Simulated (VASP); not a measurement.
Set up this calculation in VASP 6.6.1, as the native input.

```
Task                   : single point
Functional             : r2SCAN
Potentials or basis    : VASP PAW PBE potentials, release 64 (Li_sv, Se)
Cutoff                 : 830 eV
k mesh                 : 8 × 8 × 8
Occupations            : gaussian, width 0.05 eV
Spin                   : no spin polarisation
Dipole correction      : no
Further INCAR settings : ALGO = Normal; EDIFF = 1e-06; NBANDS = 13
```

Li2Se:

```xyz
3
Lattice="0.0000 2.9522 2.9522 2.9522 0.0000 2.9522 2.9522 2.9522 0.0000" Properties=species:S:1:pos:R:3 pbc="T T T"
Li    1.4761    1.4761    1.4761
Li    4.4283    4.4283    4.4283
Se    0.0000    0.0000    0.0000
```

This cell differs from its parent crystal: volume scaled by 0.96.

The input as run:

POSCAR

```
Li2Se
1.0
    0.0000000000      2.9521812443      2.9521812443
    2.9521812443      0.0000000000      2.9521812443
    2.9521812443      2.9521812443      0.0000000000
Li Se
2 1
Direct
    0.2500000000      0.2500000000      0.2500000000
    0.7500000000      0.7500000000      0.7500000000
    0.0000000000      0.0000000000      0.0000000000
```

INCAR.step1

```
SYSTEM = Li2Se
  ALGO = Normal
  EDIFF = 1E-5
  ENCUT = 830
  GGA = PE
  GGA_COMPAT = .False.
  ISMEAR = 0
  LASPH = .True.
  LCHARG = .False.
  LREAL = .False.
  LWAVE = .True.
  NBANDS = 13
  NELM = 120
  PREC = Accurate
  SIGMA = 0.05
```

INCAR.step2

```
SYSTEM = Li2Se
  ALGO = Normal
  EDIFF = 1E-6
  ENCUT = 830
  GGA_COMPAT = .False.
  ISIF = 2
  ISMEAR = 0
  ISTART = 1
  LASPH = .True.
  LCHARG = .True.
  LELF = .True.
  LMIXTAU = .True.
  LREAL = .False.
  LVHAR = .True.
  LWAVE = .False.
  METAGGA = R2SCAN
  NBANDS = 13
  NELM = 120
  PREC = Accurate
  SIGMA = 0.05
```

KPOINTS

```
k-points
0
Gamma
  8 8 8
  0 0 0
```

Potentials or basis: VASP PAW PBE potentials, release 64 (Li_sv, Se).

Command:

```console
$ cat potpaw_PBE.64/Li_sv/POTCAR potpaw_PBE.64/Se/POTCAR > POTCAR
$ cp INCAR.step1 INCAR
$ mpirun -np 1 vasp_std > vasp.out
$ cp INCAR.step2 INCAR
$ mpirun -np 1 vasp_std > vasp.out
```

It gave:

```
Pressure               : 1.5 GPa
Band gap on the k mesh : 3.42 eV, indirect (least direct gap 4.37 eV)
```

Caveat: the PAW data sets were made with another functional, which shifts forces and pressure a little.

Run time: 4.9 min on 1 thread of AMD EPYC 7R43 64-Core Processor (Zen 3) (shared host), peak memory 0.24 GiB.
